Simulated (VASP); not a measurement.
# TaC (Fm-3m) in VASP: settings compared, part 2 of 2

VASP 6.6.1. The steps go on from the part before.

## 4. Relaxation of cell and atoms, PBE

This run uses another cell than the first one, of 10.99 Å³/atom.

INCAR

```
PREC = Accurate
ENCUT = 600
EDIFF = 1E-7
ISMEAR = -1
SIGMA = 0.1
LREAL = F
LASPH = T
NELM = 120
ALGO = Normal
ISIF = 3
LWAVE = F
LCHARG = F
GGA = PE
IBRION = 2
NSW = 80
EDIFFG = -0.01
GGA_COMPAT = F
NELMIN = 4
```

KPOINTS

```
regular mesh
0
Gamma
  13 13 13
```

POSCAR

```
TaC
1.0
    0.0000000000      2.2230000000      2.2230000000
    2.2230000000      0.0000000000      2.2230000000
    2.2230000000      2.2230000000      0.0000000000
Ta C
1 1
Direct
    0.0000000000      0.0000000000      0.0000000000
    0.5000000000      0.5000000000      0.5000000000
```

Potentials or basis: VASP PAW PBE potentials, release 64 (Ta_pv, C).

The run is started by

```sh
> cat potpaw_PBE.64/Ta_pv/POTCAR potpaw_PBE.64/C/POTCAR > POTCAR
> mpirun -np 1 vasp_std > vasp.out
```

OUTCAR:

```text
PREC = Accurate
   ENCUT = 600
   EDIFF = 1E-7
   ISMEAR = -1
   LREAL = F
   LASPH = T
   NELM = 120
   ISIF = 3
   GGA = PE
   IBRION = 2
   NSW = 80
   EDIFFG = -0.01
   NELMIN = 4

 ion  position               nearest neighbor table
   1  0.000  0.000  0.000-   2 2.22   2 2.22   2 2.22   2 2.22   2 2.22   2 2.22
   2  0.500  0.500  0.500-   1 2.22   1 2.22   1 2.22   1 2.22   1 2.22   1 2.22

  LATTYP: Found a face centered cubic cell.
 ALAT       =     4.4460000000

  Lattice vectors:

 A1 = (   0.0000000000,   2.2230000000,   2.2230000000)
 A2 = (   2.2230000000,   0.0000000000,   2.2230000000)
 A3 = (   2.2230000000,   2.2230000000,   0.0000000000)

Analysis of symmetry for initial positions (statically):
=====================================================================
 Subroutine PRICEL returns:
 Original cell was already a primitive cell.

 Routine SETGRP: Setting up the symmetry group for a
 face centered cubic supercell.

 Subroutine GETGRP returns: Found 48 space group operations
 (whereof 48 operations were pure point group operations)
 out of a pool of 48 trial point group operations.

The static configuration has the point symmetry O_h .

Analysis of symmetry for dynamics (positions and initial velocities):
=====================================================================
 Subroutine PRICEL returns:
[... 229 lines left out ...]

 number of electron      15.0000001 magnetization

 Free energy of the ion-electron system (eV)
  ---------------------------------------------------
  ext. energy  EPLUGINS =         0.00000000
  ---------------------------------------------------
  free energy    TOTEN  =       -22.21617162 eV

  energy without entropy =      -22.19878656  energy(sigma->0) =      -22.20747909

 E-fermi :   8.2511     XC(G=0): -13.1190

 val. band max:        8.2285101280   @ k =   0.0769   0.0000   0.0000
 cond. band min:       8.3235638887   @ k =  -0.2308   0.0769   0.0000
 fundamental gap:      0.0950537607
 Fermi energy:         8.2510744055

 k-point     1 :       0.0000    0.0000    0.0000
  band No.  band energies     occupation
      1     -26.8824      2.00000
      2     -26.8824      2.00000
      3     -26.8824      2.00000
      4      -6.4721      2.00000
      5       6.9300      2.00000
      6       6.9300      2.00000
      7       6.9300      2.00000
      8       7.7646      1.98468
      9       7.7646      1.98468
     10       7.7646      1.98468
     11       8.8708      0.00406
[... 309 lines left out ...]
 k-point    24 :       0.4615    0.1538    0.0000
  band No.  band energies     occupation
      1     -27.4646      2.00000
      2     -27.0277      2.00000
      3     -26.9927      2.00000
      4      -3.0803      2.00000
      5       0.7944      2.00000
      6       3.1247      2.00000
      7       3.5794      2.00000
      8       8.7048      0.02118
      9      11.1358      0.00000
     10      11.7448      0.00000
     11      15.3437      0.00000

 [... further k-points ...]

------------------------ aborting loop because EDIFF is reached ----------------------------------------

  FORCE on cell =-STRESS in cart. coord.  units (eV):
  Direction    XX          YY          ZZ          XY          YZ          ZX
  --------------------------------------------------------------------------------------
  -------------------------------------------------------------------------------------
  Total       -0.0164255     -0.0164255     -0.0164255      0.0000000      0.0000000      0.0000000
  in kB       -1.1715675     -1.1715675     -1.1715675      0.0000000      0.0000000      0.0000000
  external PRESSURE =      -1.1715675 kB  Pullay stress =       0.0000000 kB
[... 17 lines left out ...]
  FREE ENERGIE OF THE ION-ELECTRON SYSTEM (eV)
  ---------------------------------------------------
  free  energy   TOTEN  =       -22.2161716183 eV

  energy  without entropy=      -22.1987865606  energy(sigma->0) =      -22.20747909

 reached required accuracy - stopping structural energy minimisation
```

CONTCAR:

```text
TaC
   1.00000000000000
     0.0000000000000000    2.2394647063677051    2.2394647063677051
     2.2394647063677047    0.0000000000000000    2.2394647063677051
     2.2394647063677047    2.2394647063677051    0.0000000000000000
  Ta              C
     1     1
Direct
     0.0000000000000000    0.0000000000000000    0.0000000000000000
     0.5000000000000000    0.5000000000000000    0.5000000000000000

  0.00000000E+00  0.00000000E+00  0.00000000E+00
  0.00000000E+00  0.00000000E+00  0.00000000E+00
```

Run time: 71 s. Hardware: 1 thread of Intel Xeon 8259CL, shared host; peak memory 0.18 GiB.

What came out:

```
Free energy                           : -22.2162 eV
Relaxed volume                        : 11.23 Å³/atom
Relaxed cell                          : a = 3.167 Å, b = 3.167 Å, c = 3.167 Å, α = 60.00°, β = 60.00°, γ = 60.00°
Space group after relaxing (to 0.1 Å) : Fm-3m (No. 225)
Energy gained by relaxing             : 5.5 meV/atom
Ionic steps                           : 3
Pressure after relaxing               : -0.1 GPa
Band gap on the k mesh                : zero (an odd number of electrons rules out a gap without spin polarisation)
```

Step by step:
```
step  energy change (eV)  largest force (eV/Å)  pressure (GPa)  volume (Å³)
   1              0.0000                0.0000            7.39        21.97
   2              0.0454                0.0000          -14.76        23.62
   3             -0.0109                0.0000           -0.12        22.46
```

Final structure:
```xyz
2
Lattice="0.0000 2.2395 2.2395 2.2395 0.0000 2.2395 2.2395 2.2395 0.0000" Properties=species:S:1:pos:R:3 pbc="T T T"
Ta    0.0000    0.0000    0.0000
C     2.2395    2.2395    2.2395
```

Levels at points of the mesh, in eV from the Fermi level:
| k point | band 4 | band 5 | band 6 | band 7 | band 8 | band 9 | band 10 | band 11 |
| --- | --- | --- | --- | --- | --- | --- | --- | --- |
| (0.00, 0.00, 0.00) | -14.72 | -1.32 | -1.32 | -1.32 | -0.49 | -0.49 | -0.49 | 0.62 |

Caveat: spin-orbit coupling is left out, which moves the levels of the heavy elements; an odd number of electrons without spin polarisation forces a metal; a magnetic or distorted state may lie lower. PBE usually gives volumes a little too large and moduli too small.

## 5. Relaxation of cell and atoms, revPBE+D3(BJ)

This run uses another cell than the first one, of 10.99 Å³/atom.

INCAR

```
SYSTEM = TaC
ALGO = Normal
EDIFF = 1E-7
EDIFFG = -0.01
ENCUT = 600
GGA = RE
GGA_COMPAT = .FALSE.
IBRION = 2
ISIF = 3
ISMEAR = -1
IVDW = 12
LASPH = .TRUE.
LCHARG = .FALSE.
LREAL = .FALSE.
LWAVE = .FALSE.
NELM = 120
NELMIN = 4
NSW = 80
PREC = Accurate
SIGMA = 0.1
```

KPOINTS

```
k-points
0
G
  13 13 13
  0 0 0
```

POSCAR is that of step 4.

The run is started by

```sh
> cat potpaw_PBE.64/Ta_pv/POTCAR potpaw_PBE.64/C/POTCAR > POTCAR
> mpirun -np 1 vasp_std > vasp.out
```

It took 66 s on 1 thread of Intel Xeon 8259CL, shared host; peak memory 0.2 GiB.

It converged, with:

```yaml
Free_energy: -23.1028 eV
Relaxed_volume: 10.90 Å³/atom
Relaxed_cell: a = 3.135 Å, b = 3.135 Å, c = 3.135 Å, α = 60.00°, β = 60.00°, γ = 60.00°
Space_group_after_relaxing_to_0.1_Å: Fm-3m (No. 225)
Energy_gained_by_relaxing: 0.8 meV/atom
Ionic_steps: 3
Pressure_after_relaxing: 0.0 GPa
Band_gap_on_the_k_mesh: zero (an odd number of electrons rules out a gap without spin polarisation)
Dispersion_energy_per_atom: -0.865 eV
```

Step by step:
```tsv
step	energy change (eV)	largest force (eV/Å)	pressure (GPa)	volume (Å³)
1	0.0000	0.0000	-2.76	21.97
2	0.0073	0.0000	6.95	21.37
3	-0.0016	0.0000	0.00	21.79
```

Final structure:
```
Ta C
1.0
     0.00000    2.21697    2.21697
     2.21697    0.00000    2.21697
     2.21697    2.21697    0.00000
Ta C
1 1
Direct
  0.00000 0.00000 0.00000
  0.50000 0.50000 0.50000
```

Levels at points of the mesh, in eV from the Fermi level:
```
           k point  band 6  band 7  band 8  band 9  band 10  band 11
(0.00, 0.00, 0.00)   -1.37   -1.37   -0.51   -0.51    -0.51     0.65
```

Caveat: the PAW data sets were made with another functional, which shifts forces and pressure a little; spin-orbit coupling is left out, which moves the levels of the heavy elements; an odd number of electrons without spin polarisation forces a metal; a magnetic or distorted state may lie lower.

## 6. The runs side by side

| task | level | cell | gap on the mesh (eV) | pressure (GPa) | relaxed volume (Å³/atom) |
| --- | --- | --- | --- | --- | --- |
| single point | PBE | a = 3.165 Å, angles 60.0°, 2 atoms | none | 0.6 | - |
| relaxation of cell and atoms | PBE+D3(BJ) | relaxed from a = 3.144 Å, angles 60.0°, 2 atoms | none | 0.0 | 11.00 |
| relaxation of cell and atoms | PBE | relaxed from a = 3.144 Å, angles 60.0°, 2 atoms | none | -0.1 | 11.23 |
| relaxation of cell and atoms | revPBE+D3(BJ) | relaxed from a = 3.144 Å, angles 60.0°, 2 atoms | none | 0.0 | 10.90 |

Alike in all rows: potentials or basis VASP PAW PBE potentials, release 64 (Ta_pv, C); no spin polarisation; k mesh 13 × 13 × 13; cutoff (eV) 600; smearing fermi-dirac 0.1 eV.

Caveats: spin-orbit coupling is left out, which moves the levels of the heavy elements; an odd number of electrons without spin polarisation forces a metal; a magnetic or distorted state may lie lower; the PAW data sets were made with another functional, which shifts forces and pressure a little (at least some runs).

Total energies depend on the potentials used, so only differences within one code and one set of settings carry meaning.

The gap in the log of VASP goes by the Fermi energy; the results here count the filled bands.